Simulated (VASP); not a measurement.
# Zr5N (P-6m2) in VASP: notebook

Runs on Zr5N. Level: PBE. Tasks: single point, relaxation of cell and atoms.

Program: VASP 6.6.1. These are calculated values, not measurements. Logs are shortened: lines on timing, memory, paths and dates and some standing lists are left out, and cuts for length are marked.

## (1) The cell of the first run

The structure is hexagonal, space group P-6m2 (No. 187). The conventional cell has a = 2.951 Å, b = 2.951 Å, c = 15.145 Å, α = 90.00°, β = 90.00°, γ = 120.00°. Zr (site symmetry 3m) has 9 Zr at 2.94 to 2.95 Å and 3 N at 3.23 Å within 3.9 Å. Within 3.9 Å of Zr (site symmetry 3m) lie 12 Zr at 2.94 to 2.96 Å. Zr (site symmetry -6m2) has 12 Zr at 2.95 to 2.96 Å within 3.9 Å. N (site symmetry -6m2) has 6 N at 2.95 Å and 6 Zr at 3.23 Å within 3.9 Å.

## (2) Single point, PBE

Contents of INCAR:

```
PREC     = Accurate       # precision mode
ENCUT    = 520            # plane-wave cutoff, eV
EDIFF    = 1E-6           # SCF threshold, eV
ISMEAR   = 0              # smearing method
SIGMA    = 0.1            # smearing width, eV
LREAL    = False          # projectors in reciprocal space
LASPH    = True           # aspherical terms in the spheres
NELM     = 80             # most SCF steps
ALGO     = Normal         # electronic algorithm
ISIF     = 2              # what is computed and relaxed
LWAVE    = False          # write WAVECAR
LCHARG   = False          # write CHGCAR
GGA      = PE             # functional
NBANDS   = 42             # bands
```

Contents of KPOINTS:

```
regular mesh
0
Gamma
  6 6 1
```

Contents of POSCAR:

```
Zr5N
1.0
    2.9506380600      0.0000000000      0.0000000000
   -1.4753190300      2.5553275100      0.0000000000
    0.0000000000      0.0000000000     15.1453773200
Zr N
5 1
Direct
    0.6666666700      0.3333333300      0.8184250000
    0.3333333300      0.6666666700      0.6598208500
    0.6666666700      0.3333333300      0.5000000000
    0.3333333300      0.6666666700      0.3401791500
    0.6666666700      0.3333333300      0.1815750000
    0.3333333300      0.6666666700      0.0000000000
```

Potentials or basis: VASP PAW PBE potentials, release 64 (Zr_sv, N).

On the command line:

```
$ cat potpaw_PBE.64/Zr_sv/POTCAR potpaw_PBE.64/N/POTCAR > POTCAR
$ mpirun -np 1 vasp_std > vasp.out
```

OUTCAR:

```text
PREC = Accurate
   ENCUT = 520
   EDIFF = 1E-6
   ISMEAR = 0
   LREAL = False
   LASPH = True
   NELM = 80
   ISIF = 2
   GGA = PE

 ion  position               nearest neighbor table
   1  0.667  0.333  0.818-   2 2.94   2 2.94   2 2.94
   2  0.333  0.667  0.660-   1 2.94   1 2.94   1 2.94   3 2.96   3 2.96   3 2.96
   3  0.667  0.333  0.500-   2 2.96   4 2.96   2 2.96   4 2.96   2 2.96   4 2.96
   4  0.333  0.667  0.340-   5 2.94   5 2.94   5 2.94   3 2.96   3 2.96   3 2.96
   5  0.667  0.333  0.182-   4 2.94   4 2.94   4 2.94
   6  0.333  0.667  0.000-

  LATTYP: Found a hexagonal cell.
 ALAT       =     2.9506380600
 C/A-ratio  =     5.1329160039

  Lattice vectors:

 A1 = (   2.9506380600,   0.0000000000,   0.0000000000)
 A2 = (  -1.4753190300,   2.5553275100,   0.0000000000)
 A3 = (   0.0000000000,   0.0000000000,  15.1453773200)

Analysis of symmetry for initial positions (statically):
=====================================================================
 Subroutine PRICEL returns:
 Original cell was already a primitive cell.

 Routine SETGRP: Setting up the symmetry group for a
 hexagonal supercell.

 Subroutine GETGRP returns: Found 12 space group operations
 (whereof 12 operations were pure point group operations)
 out of a pool of 24 trial point group operations.

The static configuration has the point symmetry D_3h.

Analysis of symmetry for dynamics (positions and initial velocities):
=====================================================================
 Subroutine PRICEL returns:
 Original cell was already a primitive cell.

 Routine SETGRP: Setting up the symmetry group for a
 hexagonal supercell.

 Subroutine GETGRP returns: Found 12 space group operations
 (whereof 12 operations were pure point group operations)
 out of a pool of 24 trial point group operations.

The dynamic configuration has the point symmetry D_3h.

 Subroutine INISYM returns: Found 12 space group operations
 (whereof 12 operations are pure point group operations),
 and found     1 'primitive' translations

----------------------------------------------------------------------------------------

                                     Primitive cell

[... 78 lines left out ...]
   ENCUT  =  520.0 eV  38.22 Ry    6.18 a.u.   5.49  5.49 28.16*2*pi/ulx,y,z
   NELM   =     80;   NELMIN=  2; NELMDL= -5     # of ELM steps
   EDIFF  = 0.1E-05   stopping-criterion for ELM
   LREAL  =      F    real-space projection
   EDIFFG = 0.1E-04   stopping-criterion for IOM
   NSW    =      0    number of steps for IOM
   IBRION =     -1    ionic relax: 0-MD 1-quasi-New 2-CG
   NFREE  =      0    steps in history (QN), initial steepest desc. (CG)
   ISIF   =      2    stress and relaxation
   ISYM   =      2    0-nonsym 1-usesym 2-fastsym
   POTIM  = 0.5000    time-step for ionic-motion
   TEBEG  =    0.0;   TEEND  =   0.0 temperature during run
   PSTRESS=    0.0 pullay stress
   NELECT =      65.0000    total number of electrons
   NUPDOWN=      -1.0000    fix difference up-down
   EMIN   =  10.00;   EMAX   =-10.00  energy-range for DOS
   EFERMI =   0.00;   METHOD = LEGACY
   ISMEAR =     0;   SIGMA  =   0.10  broadening in eV -4-tet -1-fermi 0-gaus
   EFERMI_NEDOS =   21; number of points for ismear=-14 and -15
   IALGO  =     38    algorithm
   IMIX   =      4    mixing-type and parameters
     AMIX     =   0.40;   BMIX     =  1.00
     AMIX_MAG =   1.60;   BMIX_MAG =  1.00
  volume/ion in A,a.u.               =      19.03       128.44
  Fermi-wavevector in a.u.,A,eV,Ry     =   1.356746  2.563877 25.045041  1.840759
  Thomas-Fermi vector in A             =   2.483723
   LORBIT       =      0    0 simple, 1 ext, 2 COOP (PROOUT), +10 PAW based schemes
   GGA     = PE    functional components
   LHFCALC =     F    Hartree Fock is set to
   AEXX    =    0.0000 exact exchange contribution
   IVDW    =     0    specifies the selected vdW correction
   LEPSILON=     F    determine dielectric tensor
   LRPA    =     F    only Hartree local field effects (RPA)
 non-spin polarized calculation
 Gauss-broadening in eV      SIGMA  =   0.10
  energy-cutoff  :      520.00
  volume of cell :      114.19
 maximum number of plane-waves:      3153
 NGX is ok and might be reduce to    24
   NGX = 11   NGY = 11   NGZ = 57

 number of electron      65.0000001 magnetization

 Free energy of the ion-electron system (eV)
  ---------------------------------------------------
  ext. energy  EPLUGINS =         0.00000000
  ---------------------------------------------------
  free energy    TOTEN  =       -44.38603617 eV

  energy without entropy =      -44.33746116  energy(sigma->0) =      -44.36174866

 E-fermi :   9.2814     XC(G=0): -11.3770

 val. band max:        9.1602366075   @ k =   0.1667   0.0000   0.0000
 cond. band min:       9.2818436977   @ k =   0.1667   0.0000   0.0000
 fundamental gap:      0.1216070901
 Fermi energy:         9.2814233841

 k-point     1 :       0.0000    0.0000    0.0000
  band No.  band energies     occupation
      1     -39.5634      2.00000
      2     -39.5625      2.00000
      3     -39.1661      2.00000
      4     -39.0169      2.00000
      5     -38.9063      2.00000
      6     -18.2311      2.00000
[... 304 lines left out ...]
     41      11.4500      0.00000
     42      11.5552      0.00000

------------------------ aborting loop because EDIFF is reached ----------------------------------------

  FORCE on cell =-STRESS in cart. coord.  units (eV):
  Direction    XX          YY          ZZ          XY          YZ          ZX
  --------------------------------------------------------------------------------------
  -------------------------------------------------------------------------------------
  Total       15.0651284     15.0651283      4.6533366      0.0000000     -0.0000000      0.0000000
  in kB      211.3687661    211.3687649     65.2878620      0.0000000     -0.0000000      0.0000000
  external PRESSURE =     162.6751310 kB  Pullay stress =       0.0000000 kB

 VOLUME and BASIS-vectors are now :
 -----------------------------------------------------------------------------
  energy-cutoff  :      520.00
  volume of cell :      114.19
      direct lattice vectors                 reciprocal lattice vectors
     2.950638060  0.000000000  0.000000000     0.338909748  0.195669635  0.000000000
    -1.475319030  2.555327510  0.000000000     0.000000000  0.391339269  0.000000000
     0.000000000  0.000000000 15.145377320     0.000000000  0.000000000  0.066026747

 POSITION                                       TOTAL-FORCE (eV/Angst)
 -----------------------------------------------------------------------------------
      1.47532      0.85178     12.39536        -0.000000      0.000000      3.653973
     -0.00000      1.70355      9.99324         0.000000     -0.000000      0.053579
      1.47532      0.85178      7.57269         0.000000      0.000000      0.000000
     -0.00000      1.70355      5.15214         0.000000      0.000000     -0.053579
      1.47532      0.85178      2.75002        -0.000000      0.000000     -3.653973
     -0.00000      1.70355      0.00000         0.000000     -0.000000      0.000000
 -----------------------------------------------------------------------------------
    total drift:                               -0.000015      0.000008      0.000000

  FREE ENERGIE OF THE ION-ELECTRON SYSTEM (eV)
  ---------------------------------------------------
  free  energy   TOTEN  =       -44.3860361675 eV

  energy  without entropy=      -44.3374611592  energy(sigma->0) =      -44.36174866
```

Run time: 61 s. Hardware: 1 thread of Intel Xeon Platinum 8375C at 2.90GHz (Ice Lake), shared host; peak memory 0.24 GiB.

What came out:

- Free energy: -44.3860 eV
- Pressure: 16.3 GPa
- Largest force: 3.654 eV/Å

Forces on the atoms (eV/Å):
```
Zr   0.000  0.000  3.654
Zr   0.000  0.000  0.054
Zr   0.000  0.000  0.000
Zr   0.000  0.000 -0.054
Zr   0.000  0.000 -3.654
N    0.000  0.000  0.000
```

Levels at points of the mesh, in eV from the Fermi level:
```csv
k point,band 28,band 29,band 30,band 31,band 32,band 33,band 34,band 35,band 36,band 37
"(0.00, 0.00, 0.00)",0.14,0.19,0.60,0.76,0.76,0.78,0.78,0.83,0.83,1.17
"(0.50, 0.00, 0.00)",-2.25,-1.82,-1.79,-1.09,-0.92,0.47,0.50,0.86,1.62,1.70
```

Caveat: the k points lie up to 0.41 Å⁻¹ apart; forces of over 1 eV/Å act on the atoms, so gaps and moduli don't describe the material at rest.

## (3) Single point, PBE

This run uses another cell than the first one, of 19.76 Å³/atom, 1.038 times its volume.

Contents of INCAR:

```
SYSTEM = Zr5N
PREC = Accurate
ENCUT = 520
EDIFF = 1E-6
ISMEAR = 0
SIGMA = 0.1
LREAL = .False.
LASPH = .True.
NELM = 100
ALGO = Normal
ISIF = 2
LWAVE = .False.
LCHARG = .False.
GGA = PE
NBANDS = 42
```

Contents of KPOINTS:

```
regular mesh
0
Gamma
  6 6 1
  0 0 0
```

Contents of POSCAR:

```
Zr5N
1.0
    3.1756460297      0.0000000000      0.0000000000
   -1.5878230148      2.7501901351      0.0000000000
    0.0000000000      0.0000000000     13.5768709567
Zr N
5 1
Direct
    0.6666666667      0.3333333333      0.8924889557
    0.3333333333      0.6666666667      0.6942218402
    0.6666666667      0.3333333333      0.5000000000
    0.3333333333      0.6666666667      0.3057781598
    0.6666666667      0.3333333333      0.1075110443
    0.3333333333      0.6666666667      0.0000000000
```

Potentials or basis: VASP PAW PBE potentials, release 64 (Zr_sv, N).

On the command line:

```
$ cat potpaw_PBE.64/Zr_sv/POTCAR potpaw_PBE.64/N/POTCAR > POTCAR
$ mpirun -np 1 vasp_std > vasp.out
```

OUTCAR:

```text
SYSTEM = Zr5N
   PREC = Accurate
   ENCUT = 520
   EDIFF = 1E-6
   ISMEAR = 0
   LREAL = .False.
   LASPH = .True.
   NELM = 100
   ISIF = 2
   GGA = PE

 ion  position               nearest neighbor table
   1  0.667  0.333  0.892-   6 2.34   6 2.34   6 2.34   5 2.92   2 3.26   2 3.26   2 3.26
   2  0.333  0.667  0.694-   3 3.21   3 3.21   3 3.21   1 3.26   1 3.26   1 3.26
   3  0.667  0.333  0.500-   2 3.21   4 3.21   2 3.21   4 3.21   2 3.21   4 3.21
   4  0.333  0.667  0.306-   3 3.21   3 3.21   3 3.21   5 3.26   5 3.26   5 3.26
   5  0.667  0.333  0.108-   6 2.34   6 2.34   6 2.34   1 2.92   4 3.26   4 3.26   4 3.26
   6  0.333  0.667  0.000-   1 2.34   5 2.34   1 2.34   5 2.34   1 2.34   5 2.34

  LATTYP: Found a hexagonal cell.
 ALAT       =     3.1756460297
 C/A-ratio  =     4.2753099148

  Lattice vectors:

 A1 = (   3.1756460297,   0.0000000000,   0.0000000000)
 A2 = (  -1.5878230148,   2.7501901351,   0.0000000000)
 A3 = (   0.0000000000,   0.0000000000,  13.5768709567)

Analysis of symmetry for initial positions (statically):
=====================================================================
[... 167 lines left out ...]
 fundamental gap:      0.1581260601
 Fermi energy:         9.0961645011

 k-point     1 :       0.0000    0.0000    0.0000
  band No.  band energies     occupation
      1     -39.5858      2.00000
      2     -39.5505      2.00000
      3     -39.4938      2.00000
      4     -39.4330      2.00000
      5     -39.4289      2.00000
      6     -18.0396      2.00000
[... 304 lines left out ...]
     41      12.2930      0.00000
     42      13.2345      0.00000

------------------------ aborting loop because EDIFF is reached ----------------------------------------

  FORCE on cell =-STRESS in cart. coord.  units (eV):
  Direction    XX          YY          ZZ          XY          YZ          ZX
  --------------------------------------------------------------------------------------
  -------------------------------------------------------------------------------------
  Total        0.1725357      0.1725357     -0.0710977      0.0000000      0.0000000      0.0000000
  in kB        2.3312838      2.3312838     -0.9606644      0.0000000      0.0000000      0.0000000
  external PRESSURE =       1.2339677 kB  Pullay stress =       0.0000000 kB

 VOLUME and BASIS-vectors are now :
 -----------------------------------------------------------------------------
  energy-cutoff  :      520.00
  volume of cell :      118.58
      direct lattice vectors                 reciprocal lattice vectors
     3.175646030  0.000000000  0.000000000     0.314896557  0.181805612  0.000000000
    -1.587823015  2.750190135  0.000000000     0.000000000  0.363611224  0.000000000
     0.000000000  0.000000000 13.576870957     0.000000000  0.000000000  0.073654674

 POSITION                                       TOTAL-FORCE (eV/Angst)
 -----------------------------------------------------------------------------------
      1.58782      0.91673     12.11721        -0.000000      0.000000      0.004056
     -0.00000      1.83346      9.42536        -0.000000     -0.000000     -0.003757
      1.58782      0.91673      6.78844         0.000000      0.000000      0.000000
     -0.00000      1.83346      4.15151        -0.000000     -0.000000      0.003757
      1.58782      0.91673      1.45966         0.000000      0.000000     -0.004056
     -0.00000      1.83346      0.00000         0.000000      0.000000      0.000000
 -----------------------------------------------------------------------------------
    total drift:                               -0.000000      0.000000      0.000000

  FREE ENERGIE OF THE ION-ELECTRON SYSTEM (eV)
  ---------------------------------------------------
  free  energy   TOTEN  =       -53.4453583031 eV

  energy  without entropy=      -53.4110404401  energy(sigma->0) =      -53.42819937
```

stdout:

```text
POSCAR found type information on POSCAR ZrN
 POSCAR found :  2 types and       6 ions
 scaLAPACK will be used
 LDA part: xc-table for (Slater+PW92), standard interpolation
 POSCAR, INCAR and KPOINTS ok, starting setup
 FFT: planning ... GRIDC
 FFT: planning ... GRID_SOFT
 FFT: planning ... GRID
 WAVECAR not read
 entering main loop
```

It took 51 s on 1 thread of Intel Xeon Platinum 8375C at 2.90GHz (Ice Lake), shared host; peak memory 0.24 GiB.

What came out:

```
Free energy   : -53.4454 eV
Pressure      : 0.1 GPa
Largest force : 0.004 eV/Å
```

Forces on the atoms (eV/Å):
```
Zr   0.000  0.000  0.004
Zr   0.000  0.000 -0.004
Zr   0.000  0.000  0.000
Zr   0.000  0.000  0.004
Zr   0.000  0.000 -0.004
N    0.000  0.000  0.000
```

Levels at points of the mesh, in eV from the Fermi level:
| k point | band 30 | band 31 | band 32 | band 33 | band 34 | band 35 |
| --- | --- | --- | --- | --- | --- | --- |
| (0.00, 0.00, 0.00) | -0.32 | 0.53 | 0.55 | 0.98 | 0.98 | 1.09 |
| (0.50, 0.00, 0.00) | -1.14 | -1.02 | -0.31 | -0.24 | 1.10 | 1.24 |

Caveat: the k points lie up to 0.46 Å⁻¹ apart.

[end of part 1 of 2]
